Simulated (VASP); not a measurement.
# Mg (P6_3/mmc) in VASP: further runs, part 2 of 2

VASP 6.6.1. The steps go on from the part before.

### 3 Single point, b88 exchange, pbe correlation

This run uses another cell than the first one, of 23.70 Å³/atom.

File INCAR:

```
PREC = Accurate
ENCUT = 600
EDIFF = 1E-6
ISMEAR = -1
SIGMA = 0.05
LREAL = False
LASPH = True
NELM = 120
ALGO = Normal
ISIF = 2
LWAVE = False
LCHARG = False
GGA = LIBXC
LIBXC1 = GGA_X_B88
LIBXC2 = GGA_C_PBE
NBANDS = 9
GGA_COMPAT = False
```

File KPOINTS:

```
regular mesh
0
Gamma
  10 10 5
```

File POSCAR:

```
Mg
1.0
    3.2305542618      0.0000000000      0.0000000000
   -1.6152771309      2.7977420591      0.0000000000
    0.0000000000      0.0000000000      5.2448063036
Mg
2
Direct
    0.6666666667      0.3333333333      0.7500000000
    0.3333333333      0.6666666667      0.2500000000
```

Potentials or basis: VASP PAW PBE potentials, release 64 (Mg).

On the command line:

```
$ cat potpaw_PBE.64/Mg/POTCAR > POTCAR
$ mpirun -np 1 vasp_std > vasp.out
```

OUTCAR:

```text
PREC = Accurate
   ENCUT = 600
   EDIFF = 1E-6
   ISMEAR = -1
   LREAL = False
   LASPH = True
   NELM = 120
   ISIF = 2
   GGA = LIBXC

 ion  position               nearest neighbor table
   1  0.667  0.333  0.750-   2 3.22   2 3.22   2 3.22   2 3.22   2 3.22   2 3.22
   2  0.333  0.667  0.250-   1 3.22   1 3.22   1 3.22   1 3.22   1 3.22   1 3.22

  LATTYP: Found a hexagonal cell.
 ALAT       =     3.2305542618
 C/A-ratio  =     1.6235004518

  Lattice vectors:

 A1 = (   3.2305542618,   0.0000000000,   0.0000000000)
 A2 = (  -1.6152771309,   2.7977420591,   0.0000000000)
 A3 = (   0.0000000000,   0.0000000000,   5.2448063036)

Analysis of symmetry for initial positions (statically):
=====================================================================
 Subroutine PRICEL returns:
 Original cell was already a primitive cell.

 Routine SETGRP: Setting up the symmetry group for a
 hexagonal supercell.

 Subroutine GETGRP returns: Found 24 space group operations
 (whereof 12 operations were pure point group operations)
 out of a pool of 24 trial point group operations.

The static configuration has the point symmetry D_3d.
[... 169 lines left out ...]

 k-point     1 :       0.0000    0.0000    0.0000
  band No.  band energies     occupation
      1      -4.2909      2.00000
      2       0.8667      2.00000
      3       1.2614      2.00000
      4      13.2607      0.00000
      5      13.2607      0.00000
      6      13.3022      0.00000
      7      13.3022      0.00000
      8      14.1504      0.00000
      9      15.6395      0.00000
[... 265 lines left out ...]
 k-point    24 :       0.4000    0.1000    0.2000
  band No.  band energies     occupation
      1      -0.1196      2.00000
      2       1.6589      2.00000
      3       3.0917      0.00002
      4       4.8036      0.00000
      5       6.7265      0.00000
      6       7.6783      0.00000
      7       9.1365      0.00000
      8      10.4126      0.00000
      9      12.8214      0.00000

 [... further k-points ...]

------------------------ aborting loop because EDIFF is reached ----------------------------------------

  FORCE on cell =-STRESS in cart. coord.  units (eV):
  Direction    XX          YY          ZZ          XY          YZ          ZX
  --------------------------------------------------------------------------------------
  -------------------------------------------------------------------------------------
  Total       -0.3464283     -0.3464283      0.0035641      0.0000000      0.0000000     -0.0000000
  in kB      -11.7087292    -11.7087292      0.1204620      0.0000000      0.0000000     -0.0000000
  external PRESSURE =      -7.7656655 kB  Pullay stress =       0.0000000 kB

 VOLUME and BASIS-vectors are now :
 -----------------------------------------------------------------------------
  energy-cutoff  :      600.00
  volume of cell :       47.40
      direct lattice vectors                 reciprocal lattice vectors
     3.230554262  0.000000000  0.000000000     0.309544406  0.178715546  0.000000000
    -1.615277131  2.797742059  0.000000000     0.000000000  0.357431092  0.000000000
     0.000000000  0.000000000  5.244806304     0.000000000  0.000000000  0.190664811

 POSITION                                       TOTAL-FORCE (eV/Angst)
 -----------------------------------------------------------------------------------
      1.61528      0.93258      3.93360        -0.000000      0.000000      0.000000
     -0.00000      1.86516      1.31120         0.000000      0.000000      0.000000
 -----------------------------------------------------------------------------------
    total drift:                                0.000000     -0.000000      0.000000

  FREE ENERGIE OF THE ION-ELECTRON SYSTEM (eV)
  ---------------------------------------------------
  free  energy   TOTEN  =        -2.8193300045 eV

  energy  without entropy=       -2.8072104698  energy(sigma->0) =       -2.81327024
```

stdout:

```text
POSCAR found type information on POSCAR Mg
 POSCAR found :  1 types and       2 ions
 scaLAPACK will be used
 -----------------------------------------------------------------------------
|                                                                             |
|                                                                             |
|     You enforced a specific xc type in the INCAR file but a different       |
|     I HOPE YOU KNOW WHAT YOU ARE DOING!                                     |
|                                                                             |
 -----------------------------------------------------------------------------

 LDA part: xc-table for (None,None), standard interpolation
 POSCAR, INCAR and KPOINTS ok, starting setup
 FFT: planning ... GRIDC
 FFT: planning ... GRID_SOFT
 FFT: planning ... GRID
 WAVECAR not read
 entering main loop
```

Wall time 19 s (1 thread of Intel Xeon Platinum 8488C (Sapphire Rapids), shared host); peak memory 0.17 GiB.

Results:

```
Free energy            : -2.8193 eV
Pressure               : -0.8 GPa
Band gap on the k mesh : zero (bands 2 and 3 overlap by 1.91 eV)
```

Levels at points of the mesh, in eV from the Fermi level:
```tsv
k point	band 1	band 2	band 3	band 4	band 5	band 6	band 7
(0.00, 0.00, 0.00)	-6.82	-1.66	-1.26	10.74	10.74	10.78	10.78
(0.50, 0.00, 0.00)	-2.13	-2.11	2.58	2.99	3.17	3.58	6.69
```

Caveat: the PAW data sets were made with another functional, which shifts forces and pressure a little.

### 4 Single point, b88 exchange, pbe correlation

This run uses another cell than the first one, of 24.17 Å³/atom.

File INCAR:

```
SYSTEM = Mg
  PREC = Accurate
  ENCUT = 600
  EDIFF = 1E-6
  ISMEAR = -1
  SIGMA = 0.05
  LREAL = .False.
  LASPH = .True.
  NELM = 120
  ALGO = Normal
  ISIF = 2
  LWAVE = .False.
  LCHARG = .False.
  GGA = LIBXC
  LIBXC1 = GGA_X_B88
  LIBXC2 = GGA_C_PBE
  NBANDS = 9
  GGA_COMPAT = .False.
```

File KPOINTS:

```
regular mesh
0
Gamma
  10 10 5
  0 0 0
```

File POSCAR:

```
Mg
1.0
    3.2515324747      0.0000000000      0.0000000000
   -1.6257662373      2.8159097243      0.0000000000
    0.0000000000      0.0000000000      5.2788644417
Mg
2
Direct
    0.6666666667      0.3333333333      0.7500000000
    0.3333333333      0.6666666667      0.2500000000
```

On the command line:

```
$ cat potpaw_PBE.64/Mg/POTCAR > POTCAR
$ mpirun -np 1 vasp_std > vasp.out
```

It took 20 s on 1 thread of Intel Xeon Platinum 8488C (Sapphire Rapids), shared host; peak memory 0.17 GiB.

Results (log left out):

- Free energy: -2.8131 eV
- Pressure: -1.4 GPa
- Band gap on the k mesh: zero (bands 2 and 3 overlap by 1.91 eV)

Stress tensor (GPa, compression positive):
```
-1.77  0.00  0.00
 0.00 -1.77  0.00
 0.00  0.00 -0.56
```

Levels at points of the mesh, in eV from the Fermi level:
```
           k point  band 1  band 2  band 3  band 4  band 5
(0.00, 0.00, 0.00)   -6.73   -1.63   -1.27   10.62   10.62
(0.50, 0.00, 0.00)   -2.11   -2.08    2.56    2.98    3.11
```

Caveat: the PAW data sets were made with another functional, which shifts forces and pressure a little.

### 5 Overview

| cell | gap on the mesh (eV) | pressure (GPa) |
| --- | --- | --- |
| a = 3.188, b = 3.188, c = 5.175 Å, angles 90.0, 90.0, 120.0°, 2 atoms | none | 0.6 |
| a = 3.231, b = 3.231, c = 5.245 Å, angles 90.0, 90.0, 120.0°, 2 atoms | none | -0.8 |
| a = 3.252, b = 3.252, c = 5.279 Å, angles 90.0, 90.0, 120.0°, 2 atoms | none | -1.4 |

Alike in all rows: task single point; level b88 exchange, pbe correlation; potentials or basis VASP PAW PBE potentials, release 64 (Mg); no spin polarisation; k mesh 10 × 10 × 5; cutoff (eV) 600; smearing fermi-dirac 0.05 eV.

Caveats: the PAW data sets were made with another functional, which shifts forces and pressure a little.

Total energies depend on the potentials used, so only differences within one code and one set of settings carry meaning.
